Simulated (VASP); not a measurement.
# Te (Fd-3m) in VASP: further runs, part 2 of 2

VASP 6.6.1. Earlier steps stand in the parts before.

### Step 3. Single point, PBE

INCAR

```
SYSTEM = Te
PREC = Accurate ; ENCUT = 520
EDIFF = 1E-6 ; ISMEAR = -1
SIGMA = 0.1 ; LREAL = .False.
LASPH = .True. ; NELM = 100
ALGO = Normal ; ISIF = 2
LWAVE = .False. ; LCHARG = .False.
GGA = PE ; NBANDS = 13
```

KPOINTS

```
regular mesh
0
Gamma
  13 13 13
  0 0 0
```

POSCAR

```
Te
1.0
    0.0000000000      2.6199856680      2.6199856680
    2.6199856680      0.0000000000      2.6199856680
    2.6199856680      2.6199856680      0.0000000000
Te
2
Direct
   -0.1250000000     -0.1250000000     -0.1250000000
    0.1250000000      0.1250000000      0.1250000000
```

Potentials or basis: VASP PAW PBE potentials, release 64 (Te).

On the command line:

```sh
> cat potpaw_PBE.64/Te/POTCAR > POTCAR
> mpirun -np 1 vasp_std > vasp.out
```

OUTCAR:

```text
SYSTEM = Te
   PREC = Accurate
   ENCUT = 520
   EDIFF = 1E-6
   ISMEAR = -1
   LREAL = .False.
   LASPH = .True.
   NELM = 100
   ISIF = 2
   GGA = PE

 ion  position               nearest neighbor table
   1  0.875  0.875  0.875-   2 2.27   2 2.27   2 2.27   2 2.27
   2  0.125  0.125  0.125-   1 2.27   1 2.27   1 2.27   1 2.27

  LATTYP: Found a face centered cubic cell.
 ALAT       =     5.2399713360

  Lattice vectors:

 A1 = (   0.0000000000,   2.6199856680,   2.6199856680)
 A2 = (   2.6199856680,   0.0000000000,   2.6199856680)
 A3 = (   2.6199856680,   2.6199856680,   0.0000000000)

Analysis of symmetry for initial positions (statically):
=====================================================================
 Subroutine PRICEL returns:
 Original cell was already a primitive cell.

 Routine SETGRP: Setting up the symmetry group for a
 face centered cubic supercell.

 Subroutine GETGRP returns: Found 48 space group operations
 (whereof 12 operations were pure point group operations)
 out of a pool of 48 trial point group operations.

The static configuration has the point symmetry D_3d.
 The point group associated with its full space group is O_h .

Analysis of symmetry for dynamics (positions and initial velocities):
=====================================================================
 Subroutine PRICEL returns:
 Original cell was already a primitive cell.

 Routine SETGRP: Setting up the symmetry group for a
 face centered cubic supercell.

 Subroutine GETGRP returns: Found 48 space group operations
 (whereof 12 operations were pure point group operations)
 out of a pool of 48 trial point group operations.

The dynamic configuration has the point symmetry D_3d.
 The point group associated with its full space group is O_h .

 Subroutine INISYM returns: Found 48 space group operations
 (whereof 12 operations are pure point group operations),
 and found     1 'primitive' translations

[... 122 lines left out ...]
   IVDW    =     0    specifies the selected vdW correction
   LEPSILON=     F    determine dielectric tensor
   LRPA    =     F    only Hartree local field effects (RPA)
 non-spin polarized calculation
  energy-cutoff  :      520.00
  volume of cell :       35.97
 maximum number of plane-waves:       980
   NGX = 13   NGY = 13   NGZ = 13

 number of electron      11.9999999 magnetization

 Free energy of the ion-electron system (eV)
  ---------------------------------------------------
  ext. energy  EPLUGINS =         0.00000000
  ---------------------------------------------------
  free energy    TOTEN  =         9.16449866 eV

  energy without entropy =        9.19885140  energy(sigma->0) =        9.18167503

 E-fermi :  16.3557     XC(G=0): -11.9122

 val. band max:       16.3421843092   @ k =   0.3846   0.0769   0.0000
 cond. band min:      16.3584714690   @ k =   0.3077   0.0769   0.0000
 fundamental gap:      0.0162871598
 Fermi energy:        16.3557429322

 k-point     1 :       0.0000    0.0000    0.0000
  band No.  band energies     occupation
      1      -5.0793      2.00000
      2      10.8945      2.00000
      3      10.8945      2.00000
      4      10.8945      2.00000
      5      13.6601      2.00000
      6      14.1290      2.00000
      7      14.1290      2.00000
      8      14.1290      2.00000
      9      18.9342      0.00000
     10      22.0814      0.00000
     11      22.0814      0.00000
     12      22.6857      0.00000
     13      22.6857      0.00000
[... 354 lines left out ...]
  band No.  band energies     occupation
      1      -2.4079      2.00000
      2       2.3089      2.00000
      3       7.3770      2.00000
      4       8.2332      2.00000
      5      13.7852      2.00000
      6      15.9108      1.97689
      7      17.1719      0.00057
      8      18.5511      0.00000
      9      21.5817      0.00000
     10      23.8009      0.00000
     11      24.3576      0.00000
     12      25.2682      0.00000
     13      26.0040      0.00000

 [... further k-points ...]

------------------------ aborting loop because EDIFF is reached ----------------------------------------

  FORCE on cell =-STRESS in cart. coord.  units (eV):
  Direction    XX          YY          ZZ          XY          YZ          ZX
  --------------------------------------------------------------------------------------
  -------------------------------------------------------------------------------------
  Total       43.2137289     43.2137289     43.2137289      0.0000000     -0.0000000      0.0000000
  in kB     1924.8885206   1924.8885206   1924.8885206      0.0000000     -0.0000000      0.0000000
  external PRESSURE =    1924.8885206 kB  Pullay stress =       0.0000000 kB

 VOLUME and BASIS-vectors are now :
 -----------------------------------------------------------------------------
  energy-cutoff  :      520.00
  volume of cell :       35.97
      direct lattice vectors                 reciprocal lattice vectors
     0.000000000  2.619985668  2.619985668    -0.190840739  0.190840739  0.190840739
     2.619985668  0.000000000  2.619985668     0.190840739 -0.190840739  0.190840739
     2.619985668  2.619985668  0.000000000     0.190840739  0.190840739 -0.190840739

 POSITION                                       TOTAL-FORCE (eV/Angst)
 -----------------------------------------------------------------------------------
      4.58497      4.58497      4.58497         0.000000     -0.000000      0.000000
      0.65500      0.65500      0.65500        -0.000000      0.000000     -0.000000
 -----------------------------------------------------------------------------------
    total drift:                               -0.000000     -0.000000     -0.000000

  FREE ENERGIE OF THE ION-ELECTRON SYSTEM (eV)
  ---------------------------------------------------
  free  energy   TOTEN  =         9.1644986609 eV

  energy  without entropy=        9.1988513965  energy(sigma->0) =        9.18167503
```

OSZICAR:

```text
N       E                     dE             d eps       ncg     rms          rms(c)
DAV:   1     0.597429616627E+02    0.59743E+02   -0.48312E+03  2184   0.781E+02
DAV:   2     0.111337282597E+02   -0.48609E+02   -0.46071E+02  2866   0.133E+02
DAV:   3     0.890056774080E+01   -0.22332E+01   -0.22012E+01  2819   0.289E+01
DAV:   4     0.887441681188E+01   -0.26151E-01   -0.26139E-01  2666   0.380E+00
DAV:   5     0.887398962273E+01   -0.42719E-03   -0.42719E-03  2794   0.499E-01    0.474E+01
DAV:   6     0.907442813102E+01    0.20044E+00   -0.64070E-02  2394   0.136E+00    0.285E+01
DAV:   7     0.916175071518E+01    0.87323E-01   -0.89276E-02  2499   0.166E+00    0.106E+00
DAV:   8     0.916450191363E+01    0.27512E-02   -0.10594E-02  2389   0.580E-01    0.233E-01
DAV:   9     0.916449079948E+01   -0.11114E-04   -0.23979E-04  2902   0.986E-02    0.141E-01
DAV:  10     0.916448983598E+01   -0.96350E-06   -0.31860E-05  2419   0.314E-02    0.408E-02
DAV:  11     0.916449891097E+01    0.90750E-05   -0.23699E-06  2679   0.957E-03    0.562E-03
DAV:  12     0.916449866089E+01   -0.25008E-06   -0.41988E-08  1442   0.153E-03
   1 F= 0.91644987E+01 E0= 0.91816750E+01  d E =-.343527E-01
```

Run time: 50 s. Hardware: 1 thread of AMD EPYC 7R13, shared host; peak memory 0.17 GiB.

Results:

| Quantity | Value |
| --- | --- |
| Free energy | 9.1645 eV |
| Pressure | 192.5 GPa |
| Band gap on the k mesh | zero (bands 6 and 7 overlap by 4.15 eV) |

Caveat: the cell stands under pressure; spin-orbit coupling is left out, which moves the levels of the heavy elements.
